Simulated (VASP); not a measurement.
# KTaO3 (Pm-3m) in VASP: settings compared

The runs below take KTaO3 through single point, with r2SCAN, r2SCAN+U.

All numbers are computed with VASP 6.6.1; they aren't measurements. Logs are shortened: lines on timing, memory, paths and dates and some standing lists are left out, and cuts for length are marked.

### 1 The cell of the first run

It takes space group Pm-3m (No. 221, cubic). Conventional cell: a = 3.988 Å, b = 3.988 Å, c = 3.988 Å, α = 90.00°, β = 90.00°, γ = 90.00°. Within 2.6 Å of Ta (site symmetry m-3m) lie 6 O at 1.99 Å. Within 3.7 Å of K (site symmetry m-3m) lie 12 O at 2.82 Å and 8 Ta at 3.45 Å. O (site symmetry 4/mmm) has 2 Ta at 1.99 Å within 2.6 Å.

### 2 Single point, r2SCAN

Contents of POSCAR:

```
KTaO3
1.0
    3.9883000000      0.0000000000      0.0000000000
    0.0000000000      3.9883000000      0.0000000000
    0.0000000000      0.0000000000      3.9883000000
Ta K O
1 1 3
Direct
    0.0000000000      0.0000000000      0.0000000000
    0.5000000000      0.5000000000      0.5000000000
    0.0000000000      0.0000000000      0.5000000000
    0.0000000000      0.5000000000      0.0000000000
    0.5000000000      0.0000000000      0.0000000000
```

Contents of INCAR.step1:

```
SYSTEM = KTaO3
PREC = Accurate
ENCUT = 520
ISMEAR = -1
SIGMA = 0.05
LREAL = .False.
LASPH = .True.
NELM = 80
NBANDS = 27
GGA = PE
ALGO = Normal
EDIFF = 1E-4
LWAVE = .True.
LCHARG = .False.
```

Contents of INCAR.step2:

```
SYSTEM = KTaO3
PREC = Accurate
ENCUT = 520
EDIFF = 1E-6
ISMEAR = -1
SIGMA = 0.05
LREAL = .False.
LASPH = .True.
NELM = 80
ALGO = Normal
ISIF = 2
LWAVE = .False.
LCHARG = .True.
METAGGA = R2SCAN
LMIXTAU = .True.
LELF = .True.
LVHAR = .True.
NBANDS = 27
ISTART = 1
```

Contents of KPOINTS:

```
Automatic mesh
0
Gamma
  7 7 7
  0 0 0
```

Potentials or basis: VASP PAW PBE potentials, release 64 (Ta_pv, K_sv, O).

Launch:

```sh
$ cat potpaw_PBE.64/Ta_pv/POTCAR potpaw_PBE.64/K_sv/POTCAR potpaw_PBE.64/O/POTCAR > POTCAR
$ cp INCAR.step1 INCAR
$ mpirun -np 1 vasp_std > vasp.out
$ cp INCAR.step2 INCAR
$ mpirun -np 1 vasp_std > vasp.out
```

OUTCAR:

```text
SYSTEM = KTaO3
   PREC = Accurate
   ENCUT = 520
   EDIFF = 1E-6
   ISMEAR = -1
   LREAL = .False.
   LASPH = .True.
   NELM = 80
   ISIF = 2
   METAGGA = R2SCAN
   ISTART = 1

 ion  position               nearest neighbor table
   1  0.000  0.000  0.000-   3 1.99   4 1.99   5 1.99   3 1.99   4 1.99   5 1.99   2 3.45   2 3.45
                             2 3.45   2 3.45   2 3.45   2 3.45   2 3.45   2 3.45
   2  0.500  0.500  0.500-   3 2.82   4 2.82   5 2.82   4 2.82   5 2.82   3 2.82   5 2.82   5 2.82
                             3 2.82   4 2.82   4 2.82   3 2.82   1 3.45   1 3.45   1 3.45   1 3.45
   3  0.000  0.000  0.500-   1 1.99   1 1.99   2 2.82   2 2.82   2 2.82   2 2.82
   4  0.000  0.500  0.000-   1 1.99   1 1.99   2 2.82   2 2.82   2 2.82   2 2.82
   5  0.500  0.000  0.000-   1 1.99   1 1.99   2 2.82   2 2.82   2 2.82   2 2.82

  LATTYP: Found a simple cubic cell.
 ALAT       =     3.9883000000

  Lattice vectors:

 A1 = (   3.9883000000,   0.0000000000,   0.0000000000)
 A2 = (   0.0000000000,   3.9883000000,   0.0000000000)
 A3 = (   0.0000000000,   0.0000000000,   3.9883000000)

Analysis of symmetry for initial positions (statically):
=====================================================================
 Subroutine PRICEL returns:
 Original cell was already a primitive cell.

 Routine SETGRP: Setting up the symmetry group for a
 simple cubic supercell.

 Subroutine GETGRP returns: Found 48 space group operations
 (whereof 48 operations were pure point group operations)
 out of a pool of 48 trial point group operations.

The static configuration has the point symmetry O_h .

Analysis of symmetry for dynamics (positions and initial velocities):
=====================================================================
 Subroutine PRICEL returns:
 Original cell was already a primitive cell.

 Routine SETGRP: Setting up the symmetry group for a
 simple cubic supercell.

 Subroutine GETGRP returns: Found 48 space group operations
 (whereof 48 operations were pure point group operations)
 out of a pool of 48 trial point group operations.

The dynamic configuration has the point symmetry O_h .

 Subroutine INISYM returns: Found 48 space group operations
 (whereof 48 operations are pure point group operations),
 and found     1 'primitive' translations

----------------------------------------------------------------------------------------

                                     Primitive cell

  volume of cell :      63.4400

  direct lattice vectors                    reciprocal lattice vectors
     3.988300000  0.000000000  0.000000000     0.250733395  0.000000000  0.000000000
     0.000000000  3.988300000  0.000000000     0.000000000  0.250733395  0.000000000
     0.000000000  0.000000000  3.988300000     0.000000000  0.000000000  0.250733395

  length of vectors
     3.988300000  3.988300000  3.988300000     0.250733395  0.250733395  0.250733395

  position of ions in fractional coordinates (direct lattice)
     0.000000000  0.000000000  0.000000000
     0.500000000  0.500000000  0.500000000
     0.000000000  0.000000000  0.500000000
     0.000000000  0.500000000  0.000000000
     0.500000000  0.000000000  0.000000000

  ion indices of the primitive-cell ions
   primitive index   ion index
                 1           1
                 2           2
                 3           3
                 4           4
                 5           5

----------------------------------------------------------------------------------------

 KPOINTS: Automatic mesh

Automatic generation of k-mesh.
 Grid dimensions read from file:
 generate k-points for:    7    7    7

 Generating k-lattice:

  Cartesian coordinates                     Fractional coordinates (reciprocal lattice)
     0.035819056  0.000000000  0.000000000     0.142857143  0.000000000  0.000000000
     0.000000000  0.035819056  0.000000000     0.000000000  0.142857143  0.000000000
     0.000000000  0.000000000  0.035819056     0.000000000  0.000000000  0.142857143

  Length of vectors
     0.035819056  0.035819056  0.035819056

  Shift w.r.t. Gamma in fractional coordinates (k-lattice)
     0.000000000  0.000000000  0.000000000

 Subroutine IBZKPT returns following result:
 ===========================================

 Found     20 irreducible k-points:

 Following reciprocal coordinates:
            Coordinates               Weight
  0.000000  0.000000  0.000000      1.000000
  0.142857  0.000000  0.000000      6.000000
  0.285714  0.000000  0.000000      6.000000
  0.428571  0.000000  0.000000      6.000000
  0.142857  0.142857  0.000000     12.000000
  0.285714  0.142857  0.000000     24.000000
[... 12 lines left out ...]
  0.428571  0.428571  0.285714     24.000000
  0.428571  0.428571  0.428571      8.000000
   k-points           NKPTS =     20   k-points in BZ     NKDIM =     20   number of bands    NBANDS=     27
   number of dos      NEDOS =    301   number of ions     NIONS =      5
   total plane-waves  NPLWV =  27000
   dimension x,y,z NGX =    30 NGY =   30 NGZ =   30
   dimension x,y,z NGXF=    60 NGYF=   60 NGZF=   60
   ions per type =               1   1   3
   NGX,Y,Z   is equivalent  to a cutoff of  12.51, 12.51, 12.51 a.u.
   NGXF,Y,Z  is equivalent  to a cutoff of  25.01, 25.01, 25.01 a.u.
 SYSTEM =  KTaO3
   PREC   = accura    normal or accurate (medium, high low for compatibility)
   ISTART =      1    job   : 0-new  1-cont  2-samecut
   ICHARG =      0    charge: 1-file 2-atom 10-const
   ISPIN  =      1    spin polarized calculation?
   LNONCOLLINEAR =      F non collinear calculations
   LSORBIT =      F    spin-orbit coupling
   LASPH  =      T    aspherical Exc in radial PAW
   ENCUT  =  520.0 eV  38.22 Ry    6.18 a.u.   7.42  7.42  7.42*2*pi/ulx,y,z
   NELM   =     80;   NELMIN=  2; NELMDL=  0     # of ELM steps
   EDIFF  = 0.1E-05   stopping-criterion for ELM
   LREAL  =      F    real-space projection
   EDIFFG = 0.1E-04   stopping-criterion for IOM
   NSW    =      0    number of steps for IOM
   IBRION =     -1    ionic relax: 0-MD 1-quasi-New 2-CG
   NFREE  =      0    steps in history (QN), initial steepest desc. (CG)
   ISIF   =      2    stress and relaxation
   ISYM   =      2    0-nonsym 1-usesym 2-fastsym
   POTIM  = 0.5000    time-step for ionic-motion
   TEBEG  =    0.0;   TEEND  =   0.0 temperature during run
   PSTRESS=    0.0 pullay stress
   NELECT =      38.0000    total number of electrons
   NUPDOWN=      -1.0000    fix difference up-down
   EMIN   =  10.00;   EMAX   =-10.00  energy-range for DOS
   EFERMI =   0.00;   METHOD = LEGACY
   ISMEAR =    -1;   SIGMA  =   0.05  broadening in eV -4-tet -1-fermi 0-gaus
   EFERMI_NEDOS =   21; number of points for ismear=-14 and -15
   IALGO  =     38    algorithm
   IMIX   =      4    mixing-type and parameters
     AMIX     =   0.40;   BMIX     =  1.00
     AMIX_MAG =   1.60;   BMIX_MAG =  1.00
  volume/ion in A,a.u.               =      12.69        85.62
  Fermi-wavevector in a.u.,A,eV,Ry     =   1.380008  2.607837 25.911228  1.904422
  Thomas-Fermi vector in A             =   2.504925
   LORBIT       =      0    0 simple, 1 ext, 2 COOP (PROOUT), +10 PAW based schemes
   METAGGA = R2SCAN    functional components
   LHFCALC =     F    Hartree Fock is set to
   AEXX    =    0.0000 exact exchange contribution
   IVDW    =     0    specifies the selected vdW correction
   LEPSILON=     F    determine dielectric tensor
   LRPA    =     F    only Hartree local field effects (RPA)
 non-spin polarized calculation
  energy-cutoff  :      520.00
  volume of cell :       63.44
 maximum number of plane-waves:      1743
 NGX is ok and might be reduce to    30
   NGX = 15   NGY = 15   NGZ = 15

 number of electron      37.9999976 magnetization

 Free energy of the ion-electron system (eV)
  ---------------------------------------------------
  ext. energy  EPLUGINS =         0.00000000
  ---------------------------------------------------
  free energy    TOTEN  =       -87.16258161 eV

  energy without entropy =      -87.16258161  energy(sigma->0) =      -87.16258161

 E-fermi :   2.5816     XC(G=0): -11.5575

 val. band max:        1.3590925439   @ k =   0.4286   0.4286   0.4286
 cond. band min:       4.0183340751   @ k =   0.0000   0.0000   0.0000
 fundamental gap:      2.6592415311
 Fermi energy:         2.5816377660

 k-point     1 :       0.0000    0.0000    0.0000
  band No.  band energies     occupation
      1     -33.8589      2.00000
      2     -33.8589      2.00000
      3     -33.8589      2.00000
      4     -27.0302      2.00000
      5     -17.1324      2.00000
      6     -16.4641      2.00000
[... 19 lines left out ...]
     26      10.0524      0.00000
     27      10.0524      0.00000

 k-point     2 :       0.1429    0.0000    0.0000
  band No.  band energies     occupation
      1     -33.8782      2.00000
      2     -33.8583      2.00000
      3     -33.8583      2.00000
      4     -27.0250      2.00000
      5     -17.0758      2.00000
      6     -16.4598      2.00000
[... 19 lines left out ...]
     26      10.3183      0.00000
     27      10.3546      0.00000

 k-point     3 :       0.2857    0.0000    0.0000
  band No.  band energies     occupation
      1     -33.9210      2.00000
      2     -33.8568      2.00000
      3     -33.8568      2.00000
      4     -27.0134      2.00000
      5     -17.0265      2.00000
      6     -16.4507      2.00000
[... 19 lines left out ...]
     26      10.9442      0.00000
     27      11.4973      0.00000

 k-point     4 :       0.4286    0.0000    0.0000
  band No.  band energies     occupation
      1     -33.9548      2.00000
      2     -33.8556      2.00000
      3     -33.8556      2.00000
      4     -27.0042      2.00000
      5     -17.0276      2.00000
      6     -16.4432      2.00000
[... 19 lines left out ...]
     26      11.4842      0.00000
     27      12.6861      0.00000

 k-point     5 :       0.1429    0.1429    0.0000
  band No.  band energies     occupation
      1     -33.8777      2.00000
      2     -33.8772      2.00000
      3     -33.8576      2.00000
      4     -27.0203      2.00000
      5     -17.0023      2.00000
      6     -16.3886      2.00000
[... 19 lines left out ...]
     26      10.5745      0.00000
     27      10.6259      0.00000

 k-point     6 :       0.2857    0.1429    0.0000
  band No.  band energies     occupation
      1     -33.9202      2.00000
      2     -33.8759      2.00000
      3     -33.8561      2.00000
      4     -27.0098      2.00000
      5     -16.9283      2.00000
      6     -16.3572      2.00000
[... 324 lines left out ...]
      1     -33.9165      2.00000
      2     -33.9157      2.00000
      3     -33.9157      2.00000
      4     -26.9918      2.00000
      5     -16.2757      2.00000
      6     -15.9204      2.00000
[... 19 lines left out ...]
     26      12.5324      0.00000
     27      12.5324      0.00000

 k-point    18 :       0.4286    0.2857    0.2857
  band No.  band energies     occupation
      1     -33.9495      2.00000
      2     -33.9149      2.00000
      3     -33.9144      2.00000
      4     -26.9863      2.00000
      5     -16.1695      2.00000
      6     -15.9032      2.00000
[... 19 lines left out ...]
     26      12.6054      0.00000
     27      13.0142      0.00000

 k-point    19 :       0.4286    0.4286    0.2857
  band No.  band energies     occupation
      1     -33.9481      2.00000
      2     -33.9480      2.00000
      3     -33.9134      2.00000
      4     -26.9813      2.00000
      5     -16.0251      2.00000
      6     -15.6099      2.00000
[... 19 lines left out ...]
     26      12.8477      0.00000
     27      13.2808      0.00000

 k-point    20 :       0.4286    0.4286    0.4286
  band No.  band energies     occupation
      1     -33.9468      2.00000
      2     -33.9467      2.00000
      3     -33.9467      2.00000
      4     -26.9763      2.00000
      5     -15.6185      2.00000
      6     -15.5637      2.00000
[... 19 lines left out ...]
     26      12.5027      0.00000
     27      13.5005      0.00000

------------------------ aborting loop because EDIFF is reached ----------------------------------------

  FORCE on cell =-STRESS in cart. coord.  units (eV):
  Direction    XX          YY          ZZ          XY          YZ          ZX
  --------------------------------------------------------------------------------------
  -------------------------------------------------------------------------------------
  Total        0.4844274      0.4844274      0.4844274     -0.0000000      0.0000000     -0.0000000
  in kB       12.2342079     12.2342079     12.2342079     -0.0000000      0.0000000     -0.0000000
  external PRESSURE =      12.2342079 kB  Pullay stress =       0.0000000 kB

 VOLUME and BASIS-vectors are now :
 -----------------------------------------------------------------------------
  energy-cutoff  :      520.00
  volume of cell :       63.44
      direct lattice vectors                 reciprocal lattice vectors
     3.988300000  0.000000000  0.000000000     0.250733395  0.000000000  0.000000000
     0.000000000  3.988300000  0.000000000     0.000000000  0.250733395  0.000000000
     0.000000000  0.000000000  3.988300000     0.000000000  0.000000000  0.250733395

 POSITION                                       TOTAL-FORCE (eV/Angst)
 -----------------------------------------------------------------------------------
      0.00000      0.00000      0.00000         0.000000      0.000000      0.000000
      1.99415      1.99415      1.99415         0.000000      0.000000      0.000000
      0.00000      0.00000      1.99415         0.000000      0.000000      0.000000
      0.00000      1.99415      0.00000         0.000000      0.000000      0.000000
      1.99415      0.00000      0.00000         0.000000      0.000000      0.000000
 -----------------------------------------------------------------------------------
    total drift:                                0.000000     -0.000000      0.000000

  FREE ENERGIE OF THE ION-ELECTRON SYSTEM (eV)
  ---------------------------------------------------
  free  energy   TOTEN  =       -87.1625816093 eV

  energy  without entropy=      -87.1625816093  energy(sigma->0) =      -87.16258161
```

It took 3.9 min on 1 thread of Intel Xeon 8259CL, shared host; peak memory 0.19 GiB.

Results:

```yaml
Free_energy: -87.1626 eV
Pressure: 1.2 GPa
Band_gap_on_the_k_mesh: 2.66 eV (least direct gap 3.25 eV)
```

Caveat: the PAW data sets were made with another functional, which shifts forces and pressure a little; spin-orbit coupling is left out, which moves the levels of the heavy elements; an odd mesh through Γ misses points on the zone boundary, where band edges can lie.

[end of part 1 of 2]
